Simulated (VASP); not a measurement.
A run of VASP 6.6.1:

Contents of INCAR:

```
PREC = Accurate
ENCUT = 520
EDIFF = 1E-6
ISMEAR = 0
SIGMA = 0.1
LREAL = False
LASPH = True
NELM = 150
ALGO = Normal
ISIF = 2
LWAVE = False
LCHARG = False
ISPIN = 2
MAGMOM = 4 4 0 0 0
LORBIT = 11
LMAXMIX = 4
GGA = PE
NBANDS = 31
```

File KPOINTS:

```
Automatic mesh
0
Gamma
  6 6 4
```

The input POSCAR:

```
Mn2B2S
1.0
    3.4025775400      0.0000000000      0.0000000000
   -1.7012887700      2.9467185900      0.0000000000
    0.0000000000      0.0000000000      6.0811904700
Mn B S
2 2 1
Direct
    0.3333333300      0.6666666700      0.6166499900
    0.6666666700      0.3333333300      0.3833500100
    0.6666666700      0.3333333300      0.7180050000
    0.3333333300      0.6666666700      0.2819950000
    0.0000000000      0.0000000000      0.0000000000
```

Potentials or basis: VASP PAW PBE potentials, release 64 (Mn_pv, B, S).

Run with:

```console
$ cat potpaw_PBE.64/Mn_pv/POTCAR potpaw_PBE.64/B/POTCAR potpaw_PBE.64/S/POTCAR > POTCAR
$ mpirun -np 1 vasp_std > vasp.out
```

Hardware: 1 thread of Oxide Virtual Turin-like Processor, on a shared host.

Task: How long does it take, and how much memory?

Result: Run time: 3.7 min on 1 thread of Oxide Virtual Turin-like Processor, on a shared host, peak memory 0.21 GiB. Counts: scf iterations 17, k points 24.
